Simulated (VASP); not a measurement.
# ZnS (F-43m) in VASP: further runs

Runs on ZnS. Level: LDA. Tasks: single point.

All numbers are computed with VASP 6.6.1; they aren't measurements. Logs are shortened: lines on timing, memory, paths and dates and some standing lists are left out, and cuts for length are marked.

**1. The cell of the first run**

It takes space group F-43m (No. 216, cubic). Conventional cell: a = 5.072 Å, b = 5.072 Å, c = 5.072 Å, α = 90.00°, β = 90.00°, γ = 90.00°. Within 2.9 Å of Zn (site symmetry -43m) lie 4 S at 2.20 Å. Within 2.9 Å of S (site symmetry -43m) lie 4 Zn at 2.20 Å.

**2. Single point, LDA**

INCAR reads:

```
SYSTEM = ZnS
PREC = Accurate ; ENCUT = 520
EDIFF = 1E-6 ; ISMEAR = 0
SIGMA = 0.01 ; LREAL = .False.
LASPH = .True. ; NELM = 100
ALGO = Normal ; ISIF = 2
LWAVE = .False. ; LCHARG = .False.
GGA = CA ; NBANDS = 16
```

KPOINTS reads:

```
Automatic mesh
0
Gamma
  8 8 8
  0 0 0
```

POSCAR reads:

```
ZnS
1.0
    0.0000000000      2.5361130460      2.5361130460
    2.5361130460      0.0000000000      2.5361130460
    2.5361130460      2.5361130460      0.0000000000
Zn S
1 1
Direct
    0.7500000000      0.7500000000      0.7500000000
    0.0000000000      0.0000000000      0.0000000000
```

Potentials or basis: VASP PAW LDA potentials, release 64 (Zn, S).

Command:

```sh
$ cat potpaw_LDA.64/Zn/POTCAR potpaw_LDA.64/S/POTCAR > POTCAR
$ mpirun -np 1 vasp_std > vasp.out
```

OUTCAR:

```text
SYSTEM = ZnS
   PREC = Accurate
   ENCUT = 520
   EDIFF = 1E-6
   ISMEAR = 0
   LREAL = .False.
   LASPH = .True.
   NELM = 100
   ISIF = 2
   GGA = CA

 ion  position               nearest neighbor table
   1  0.750  0.750  0.750-   2 2.20   2 2.20   2 2.20   2 2.20
   2  0.000  0.000  0.000-   1 2.20   1 2.20   1 2.20   1 2.20

  LATTYP: Found a face centered cubic cell.
 ALAT       =     5.0722260920

  Lattice vectors:

 A1 = (   0.0000000000,   2.5361130460,   2.5361130460)
 A2 = (   2.5361130460,   0.0000000000,   2.5361130460)
 A3 = (   2.5361130460,   2.5361130460,   0.0000000000)

Analysis of symmetry for initial positions (statically):
=====================================================================
 Subroutine PRICEL returns:
 Original cell was already a primitive cell.

 Routine SETGRP: Setting up the symmetry group for a
 face centered cubic supercell.

 Subroutine GETGRP returns: Found 24 space group operations
 (whereof 24 operations were pure point group operations)
 out of a pool of 48 trial point group operations.

The static configuration has the point symmetry T_d .

Analysis of symmetry for dynamics (positions and initial velocities):
=====================================================================
 Subroutine PRICEL returns:
 Original cell was already a primitive cell.

 Routine SETGRP: Setting up the symmetry group for a
 face centered cubic supercell.

 Subroutine GETGRP returns: Found 24 space group operations
 (whereof 24 operations were pure point group operations)
 out of a pool of 48 trial point group operations.

The dynamic configuration has the point symmetry T_d .

 Subroutine INISYM returns: Found 24 space group operations
 (whereof 24 operations are pure point group operations),
 and found     1 'primitive' translations

----------------------------------------------------------------------------------------

                                     Primitive cell

  volume of cell :      32.6239

  direct lattice vectors                    reciprocal lattice vectors
     0.000000000  2.536113046  2.536113046    -0.197152095  0.197152095  0.197152095
     2.536113046  0.000000000  2.536113046     0.197152095 -0.197152095  0.197152095
     2.536113046  2.536113046  0.000000000     0.197152095  0.197152095 -0.197152095

  length of vectors
     3.586605465  3.586605465  3.586605465     0.341477445  0.341477445  0.341477445

  position of ions in fractional coordinates (direct lattice)
     0.750000000  0.750000000  0.750000000
     0.000000000  0.000000000  0.000000000

  ion indices of the primitive-cell ions
   primitive index   ion index
                 1           1
                 2           2

----------------------------------------------------------------------------------------

 KPOINTS: Automatic mesh

Automatic generation of k-mesh.
 Grid dimensions read from file:
 generate k-points for:    8    8    8

 Generating k-lattice:

  Cartesian coordinates                     Fractional coordinates (reciprocal lattice)
    -0.024644012  0.024644012  0.024644012     0.125000000  0.000000000  0.000000000
     0.024644012 -0.024644012  0.024644012     0.000000000  0.125000000  0.000000000
     0.024644012  0.024644012 -0.024644012     0.000000000  0.000000000  0.125000000

  Length of vectors
     0.042684681  0.042684681  0.042684681

  Shift w.r.t. Gamma in fractional coordinates (k-lattice)
     0.000000000  0.000000000  0.000000000

 Subroutine IBZKPT returns following result:
 ===========================================

 Found     29 irreducible k-points:

 Following reciprocal coordinates:
            Coordinates               Weight
  0.000000  0.000000  0.000000      1.000000
  0.125000  0.000000  0.000000      8.000000
  0.250000  0.000000  0.000000      8.000000
  0.375000  0.000000  0.000000      8.000000
  0.500000  0.000000  0.000000      4.000000
  0.125000  0.125000  0.000000      6.000000
[... 16 lines left out ...]
  0.500000  0.250000  0.125000     48.000000
 -0.375000  0.250000  0.125000     24.000000
 [... further k-points ...]
   k-points           NKPTS =     29   k-points in BZ     NKDIM =     29   number of bands    NBANDS=     16
   number of dos      NEDOS =    301   number of ions     NIONS =      2
   total plane-waves  NPLWV =  21952
   dimension x,y,z NGX =    28 NGY =   28 NGZ =   28
   dimension x,y,z NGXF=    56 NGYF=   56 NGZF=   56
   ions per type =               1   1
   NGX,Y,Z   is equivalent  to a cutoff of  12.98, 12.98, 12.98 a.u.
   NGXF,Y,Z  is equivalent  to a cutoff of  25.96, 25.96, 25.96 a.u.
 SYSTEM =  ZnS
   PREC   = accura    normal or accurate (medium, high low for compatibility)
   ISTART =      0    job   : 0-new  1-cont  2-samecut
   ICHARG =      2    charge: 1-file 2-atom 10-const
   ISPIN  =      1    spin polarized calculation?
   LNONCOLLINEAR =      F non collinear calculations
   LSORBIT =      F    spin-orbit coupling
   LASPH  =      T    aspherical Exc in radial PAW
   ENCUT  =  520.0 eV  38.22 Ry    6.18 a.u.   6.67  6.67  6.67*2*pi/ulx,y,z
   NELM   =    100;   NELMIN=  2; NELMDL= -5     # of ELM steps
   EDIFF  = 0.1E-05   stopping-criterion for ELM
   LREAL  =      F    real-space projection
   EDIFFG = 0.1E-04   stopping-criterion for IOM
   NSW    =      0    number of steps for IOM
   IBRION =     -1    ionic relax: 0-MD 1-quasi-New 2-CG
   NFREE  =      0    steps in history (QN), initial steepest desc. (CG)
   ISIF   =      2    stress and relaxation
   ISYM   =      2    0-nonsym 1-usesym 2-fastsym
   POTIM  = 0.5000    time-step for ionic-motion
   TEBEG  =    0.0;   TEEND  =   0.0 temperature during run
   PSTRESS=    0.0 pullay stress
   NELECT =      18.0000    total number of electrons
   NUPDOWN=      -1.0000    fix difference up-down
   EMIN   =  10.00;   EMAX   =-10.00  energy-range for DOS
   EFERMI =   0.00;   METHOD = LEGACY
   ISMEAR =     0;   SIGMA  =   0.01  broadening in eV -4-tet -1-fermi 0-gaus
   EFERMI_NEDOS =   21; number of points for ismear=-14 and -15
   IALGO  =     38    algorithm
   IMIX   =      4    mixing-type and parameters
     AMIX     =   0.40;   BMIX     =  1.00
     AMIX_MAG =   1.60;   BMIX_MAG =  1.00
  volume/ion in A,a.u.               =      16.31       110.08
  Fermi-wavevector in a.u.,A,eV,Ry     =   1.342725  2.537382 24.530084  1.802910
  Thomas-Fermi vector in A             =   2.470856
   LORBIT       =      0    0 simple, 1 ext, 2 COOP (PROOUT), +10 PAW based schemes
   GGA     = CA    functional components
   LHFCALC =     F    Hartree Fock is set to
   AEXX    =    0.0000 exact exchange contribution
   IVDW    =     0    specifies the selected vdW correction
   LEPSILON=     F    determine dielectric tensor
   LRPA    =     F    only Hartree local field effects (RPA)
 non-spin polarized calculation
 Gauss-broadening in eV      SIGMA  =   0.01
  energy-cutoff  :      520.00
  volume of cell :       32.62
 maximum number of plane-waves:       893
   NGX = 13   NGY = 13   NGZ = 13

 number of electron      18.0000010 magnetization

 Free energy of the ion-electron system (eV)
  ---------------------------------------------------
  ext. energy  EPLUGINS =         0.00000000
  ---------------------------------------------------
  free energy    TOTEN  =        -8.00885227 eV

  energy without entropy =       -8.00885227  energy(sigma->0) =       -8.00885227

 E-fermi :   4.0776     XC(G=0): -10.9357

 val. band max:        3.9384054311   @ k =   0.0000   0.0000   0.0000
 cond. band min:       6.6611884707   @ k =   0.5000   0.5000   0.0000
 fundamental gap:      2.7227830396
 Fermi energy:         4.0775621931

 k-point     1 :       0.0000    0.0000    0.0000
  band No.  band energies     occupation
      1     -10.6951      2.00000
      2      -3.5297      2.00000
      3      -3.5297      2.00000
      4      -3.5297      2.00000
      5      -2.8043      2.00000
      6      -2.8043      2.00000
[... 8 lines left out ...]
     15      15.8918      0.00000
     16      16.5447      0.00000

 k-point     2 :       0.1250    0.0000    0.0000
  band No.  band energies     occupation
      1     -10.5333      2.00000
      2      -3.5465      2.00000
      3      -3.4996      2.00000
      4      -3.4996      2.00000
      5      -2.8077      2.00000
      6      -2.8077      2.00000
[... 8 lines left out ...]
     15      15.1617      0.00000
     16      17.1869      0.00000

 k-point     3 :       0.2500    0.0000    0.0000
  band No.  band energies     occupation
      1     -10.1016      2.00000
      2      -3.5420      2.00000
      3      -3.4345      2.00000
      4      -3.4345      2.00000
      5      -2.8035      2.00000
      6      -2.8035      2.00000
[... 8 lines left out ...]
     15      14.9486      0.00000
     16      16.3918      0.00000

 k-point     4 :       0.3750    0.0000    0.0000
  band No.  band energies     occupation
      1      -9.5907      2.00000
      2      -3.3850      2.00000
      3      -3.3850      2.00000
      4      -3.3569      2.00000
      5      -2.7758      2.00000
      6      -2.7758      2.00000
[... 8 lines left out ...]
     15      16.2942      0.00000
     16      16.2942      0.00000
[... 324 lines left out ...]
 k-point    22 :       0.3750    0.2500    0.1250
  band No.  band energies     occupation
      1      -9.7572      2.00000
      2      -3.5905      2.00000
      3      -3.3528      2.00000
      4      -3.3169      2.00000
      5      -2.8495      2.00000
      6      -2.7437      2.00000
[... 8 lines left out ...]
     15      17.1972      0.00000
     16      19.7064      0.00000

 k-point    23 :       0.5000    0.2500    0.1250
  band No.  band energies     occupation
      1      -9.3240      2.00000
      2      -3.4442      2.00000
      3      -3.3224      2.00000
      4      -3.1793      2.00000
      5      -2.7882      2.00000
      6      -2.7131      2.00000
[... 8 lines left out ...]
     15      18.4703      0.00000
     16      19.0034      0.00000

 k-point    24 :      -0.3750    0.2500    0.1250
  band No.  band energies     occupation
      1      -9.1238      2.00000
      2      -3.3868      2.00000
      3      -3.2834      2.00000
      4      -2.9608      2.00000
      5      -2.7906      2.00000
      6      -2.4369      2.00000
[... 8 lines left out ...]
     15      17.9264      0.00000
     16      19.0559      0.00000

 [... further k-points ...]

------------------------ aborting loop because EDIFF is reached ----------------------------------------

  FORCE on cell =-STRESS in cart. coord.  units (eV):
  Direction    XX          YY          ZZ          XY          YZ          ZX
  --------------------------------------------------------------------------------------
  -------------------------------------------------------------------------------------
  Total        3.1400302      3.1400302      3.1400302      0.0000000      0.0000000      0.0000000
  in kB      154.2085966    154.2085966    154.2085966      0.0000000      0.0000000      0.0000000
  external PRESSURE =     154.2085966 kB  Pullay stress =       0.0000000 kB

 VOLUME and BASIS-vectors are now :
 -----------------------------------------------------------------------------
  energy-cutoff  :      520.00
  volume of cell :       32.62
      direct lattice vectors                 reciprocal lattice vectors
     0.000000000  2.536113046  2.536113046    -0.197152095  0.197152095  0.197152095
     2.536113046  0.000000000  2.536113046     0.197152095 -0.197152095  0.197152095
     2.536113046  2.536113046  0.000000000     0.197152095  0.197152095 -0.197152095

 POSITION                                       TOTAL-FORCE (eV/Angst)
 -----------------------------------------------------------------------------------
      3.80417      3.80417      3.80417         0.000000      0.000000      0.000000
      0.00000      0.00000      0.00000        -0.000000     -0.000000     -0.000000
 -----------------------------------------------------------------------------------
    total drift:                                0.000001      0.000001      0.000002

  FREE ENERGIE OF THE ION-ELECTRON SYSTEM (eV)
  ---------------------------------------------------
  free  energy   TOTEN  =        -8.0088522703 eV

  energy  without entropy=       -8.0088522703  energy(sigma->0) =       -8.00885227
```

It took 29 s on 1 thread of AMD EPYC 7R13, shared host; peak memory 0.11 GiB.

What came out:

* Free energy: -8.0089 eV
* Pressure: 15.4 GPa
* Band gap on the k mesh: 2.72 eV, indirect (least direct gap 2.78 eV)

Levels at points of the mesh, in eV from the valence-band top:
```csv
k point,band 7,band 8,band 9,band 10,band 11,band 12
"(0.00, 0.00, 0.00)",0.00,0.00,0.00,2.78,6.05,6.05
"(0.50, 0.00, 0.00)",-6.40,-1.19,-1.19,3.46,6.62,6.62
"(0.50, 0.50, 0.00)",-5.48,-3.02,-3.02,2.72,3.75,12.24
```

A k mesh can miss the band edges. As with any semilocal functional, this LDA gap is likely too small.

**3. Single point, LDA**

This run uses another cell than the first one, of 16.92 Å³/atom, 1.037 times its volume.

INCAR reads:

```
SYSTEM = ZnS
  PREC = Accurate
  ENCUT = 520
  EDIFF = 1E-7
  ISMEAR = 0
  SIGMA = 0.01
  LREAL = .FALSE.
  LASPH = .TRUE.
  NELM = 60
  ALGO = Normal
  ISIF = 2
  LWAVE = .FALSE.
  LCHARG = .TRUE.
  LELF = .TRUE.
  LVHAR = .TRUE.
  NBANDS = 16
```

KPOINTS reads:

```
Automatic mesh
0
G
  8 8 8
  0 0 0
```

POSCAR reads:

```
ZnS
1.0
    0.0000000000      2.5670363696      2.5670363696
    2.5670363696      0.0000000000      2.5670363696
    2.5670363696      2.5670363696      0.0000000000
Zn S
1 1
Direct
    0.7500000000      0.7500000000      0.7500000000
    0.0000000000      0.0000000000      0.0000000000
```

Potentials or basis: VASP PAW LDA potentials, release 64 (Zn, S).

Command:

```sh
$ cat potpaw_LDA.64/Zn/POTCAR potpaw_LDA.64/S/POTCAR > POTCAR
$ mpirun -np 1 vasp_std > vasp.out
```

Wall time 31 s (1 thread of AMD EPYC 7R13, shared host); peak memory 0.11 GiB.

The run converged. Its results:

```
Free energy            : -8.1056 eV
Pressure               : 10.3 GPa
Band gap on the k mesh : 2.60 eV, direct
```

Levels at points of the mesh, in eV from the valence-band top:
| k point | band 7 | band 8 | band 9 | band 10 | band 11 | band 12 |
| --- | --- | --- | --- | --- | --- | --- |
| (0.00, 0.00, 0.00) | 0.00 | 0.00 | 0.00 | 2.60 | 6.10 | 6.10 |
| (0.50, 0.00, 0.00) | -6.25 | -1.12 | -1.12 | 3.40 | 6.67 | 6.67 |
| (0.50, 0.50, 0.00) | -5.31 | -2.86 | -2.86 | 2.82 | 3.80 | 11.93 |

**4. Single point, LDA**

This run uses another cell than the first one, of 17.81 Å³/atom, 1.092 times its volume.

INCAR reads:

```
SYSTEM = ZnS
PREC = Accurate ; ENCUT = 520
EDIFF = 1E-6 ; ISMEAR = 0
SIGMA = 0.01 ; LREAL = .FALSE.
LASPH = .TRUE. ; NELM = 80
ALGO = Normal ; ISIF = 2
LWAVE = .FALSE. ; LCHARG = .FALSE.
NBANDS = 16
```

KPOINTS is that of step 3.

POSCAR reads:

```
ZnS
1.0
    0.0000000000      2.6114713530      2.6114713530
    2.6114713530      0.0000000000      2.6114713530
    2.6114713530      2.6114713530      0.0000000000
Zn S
1 1
Direct
    0.7500000000      0.7500000000      0.7500000000
    0.0000000000      0.0000000000      0.0000000000
```

Command:

```sh
$ cat potpaw_LDA.64/Zn/POTCAR potpaw_LDA.64/S/POTCAR > POTCAR
$ mpirun -np 1 vasp_std > vasp.out
```

It took 23 s on 1 thread of AMD EPYC 7R13, shared host; peak memory 0.11 GiB.

The run converged. Its results:

```
Free energy            : -8.1861 eV
Pressure               : 4.3 GPa
Band gap on the k mesh : 2.36 eV, direct
```

Levels at points of the mesh, in eV from the valence-band top:
| k point | band 7 | band 8 | band 9 | band 10 | band 11 | band 12 |
| --- | --- | --- | --- | --- | --- | --- |
| (0.00, 0.00, 0.00) | 0.00 | 0.00 | 0.00 | 2.36 | 6.17 | 6.17 |
| (0.50, 0.00, 0.00) | -6.02 | -1.04 | -1.04 | 3.31 | 6.72 | 6.72 |
| (0.50, 0.50, 0.00) | -5.09 | -2.64 | -2.64 | 2.95 | 3.86 | 11.50 |

**5. Single point, LDA**

This run uses another cell than the first one, of 17.33 Å³/atom, 1.063 times its volume.

INCAR reads:

```
ALGO = Normal
EDIFF = 1E-6
ENCUT = 520
GGA = CA
ISIF = 2
ISMEAR = 0
LASPH = T
LCHARG = F
LREAL = F
LWAVE = F
NBANDS = 16
NELM = 60
PREC = Accurate
SIGMA = 0.01
```

KPOINTS reads:

```
k-points
0
Gamma
  8 8 8
```

POSCAR reads:

```
ZnS
1.0
    0.0000000000      2.5878863051      2.5878863051
    2.5878863051      0.0000000000      2.5878863051
    2.5878863051      2.5878863051      0.0000000000
Zn S
1 1
Direct
    0.7500000000      0.7500000000      0.7500000000
    0.0000000000      0.0000000000      0.0000000000
```

Command:

```sh
$ cat potpaw_LDA.64/Zn/POTCAR potpaw_LDA.64/S/POTCAR > POTCAR
$ mpirun -np 1 vasp_std > vasp.out
```

Run time: 27 s. Hardware: 1 thread of AMD EPYC 7R13, shared host; peak memory 0.11 GiB.

The run converged. Its results:

```
Free energy            : -8.1514 eV
Pressure               : 7.3 GPa
Band gap on the k mesh : 2.48 eV, direct
```

Levels at points of the mesh, in eV from the valence-band top:
```
           k point  band 5  band 6  band 7  band 8  band 9  band 10  band 11  band 12  band 13  band 14
(0.00, 0.00, 0.00)   -6.47   -6.47    0.00    0.00    0.00     2.48     6.13     6.13     6.13    11.90
(0.50, 0.00, 0.00)   -6.43   -6.36   -6.15   -1.08   -1.08     3.36     6.69     6.69     9.07    12.53
(0.50, 0.50, 0.00)   -6.36   -6.20   -5.20   -2.76   -2.76     2.89     3.83    11.72    12.68    12.68
```

A k mesh can miss the band edges. Expect the measured gap to be larger: semilocal functionals such as LDA lack the derivative discontinuity.

**6. Single point, LDA**

This run uses another cell than the first one, of 18.37 Å³/atom, 1.126 times its volume.

Edit INCAR of step 5 so:

```diff
@@ -1,3 +1,3 @@
 ALGO = Normal
-EDIFF = 1E-6
+EDIFF = 1E-7
 ENCUT = 520
```

KPOINTS is that of step 5.

POSCAR reads:

```
ZnS
1.0
    0.0000000000      2.6383575278      2.6383575278
    2.6383575278      0.0000000000      2.6383575278
    2.6383575278      2.6383575278      0.0000000000
Zn S
1 1
Direct
    0.7500000000      0.7500000000      0.7500000000
    0.0000000000      0.0000000000      0.0000000000
```

Potentials or basis: VASP PAW LDA potentials, release 64 (Zn, S).

Command:

```sh
$ cat potpaw_LDA.64/Zn/POTCAR potpaw_LDA.64/S/POTCAR > POTCAR
$ mpirun -np 1 vasp_std > vasp.out
```

Wall time 34 s (1 thread of AMD EPYC 7R13, shared host); peak memory 0.11 GiB.

The run converged. Its results:

| Quantity | Value |
| --- | --- |
| Free energy | -8.2054 eV |
| Pressure | 1.3 GPa |
| Band gap on the k mesh | 2.21 eV, direct |

Levels at points of the mesh, in eV from the valence-band top:
```csv
k point,band 6,band 7,band 8,band 9,band 10,band 11,band 12,band 13
"(0.00, 0.00, 0.00)",-6.24,0.00,0.00,0.00,2.21,6.20,6.20,6.20
"(0.50, 0.00, 0.00)",-6.03,-5.85,-0.99,-0.99,3.25,6.75,6.75,8.88
"(0.50, 0.50, 0.00)",-5.99,-4.96,-2.52,-2.52,3.03,3.88,11.25,12.28
```

**7. Overview**

```csv
cell,gap on the mesh (eV),pressure (GPa)
"a = 3.587 Å, angles 60.0°, 2 atoms",2.72,15.4
"a = 3.630 Å, angles 60.0°, 2 atoms",2.60,10.3
"a = 3.693 Å, angles 60.0°, 2 atoms",2.36,4.3
"a = 3.660 Å, angles 60.0°, 2 atoms",2.48,7.3
"a = 3.731 Å, angles 60.0°, 2 atoms",2.21,1.3
```

Alike in all rows: task single point; level LDA; potentials or basis VASP PAW LDA potentials, release 64 (Zn, S); no spin polarisation; k mesh 8 × 8 × 8; cutoff (eV) 520; smearing gaussian 0.01 eV.

Absolute energies hang on the potentials; compare differences alone.
